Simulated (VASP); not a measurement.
Here is a VASP 6.6.1 calculation.

INCAR

```
SYSTEM = LaTe
PREC = Accurate
ENCUT = 520
EDIFF = 1E-6
ISMEAR = 0
SIGMA = 0.1
LREAL = .False.
LASPH = .True.
NELM = 100
ALGO = Normal
ISIF = 2
LWAVE = .False.
LCHARG = .True.
GGA = PS
LELF = .True.
LVHAR = .True.
NBANDS = 16
```

KPOINTS

```
regular mesh
0
Gamma
  7 7 7
  0 0 0
```

File POSCAR:

```
LaTe
1.0
    3.9750657426      0.0000000000      0.0000000000
    0.0000000000      3.9750657426      0.0000000000
    0.0000000000      0.0000000000      3.9750657426
La Te
1 1
Direct
    0.0000000000      0.0000000000      0.0000000000
    0.5000000000      0.5000000000      0.5000000000
```

Potentials or basis: VASP PAW PBE potentials, release 64 (La, Te).

Launch:

```console
$ cat potpaw_PBE.64/La/POTCAR potpaw_PBE.64/Te/POTCAR > POTCAR
$ mpirun -np 1 vasp_std > vasp.out
```

**Question.** Predict the pressure.

**Answer.** -4.3 GPa.

Caveat: the PAW data sets were made with another functional, which shifts forces and pressure a little.
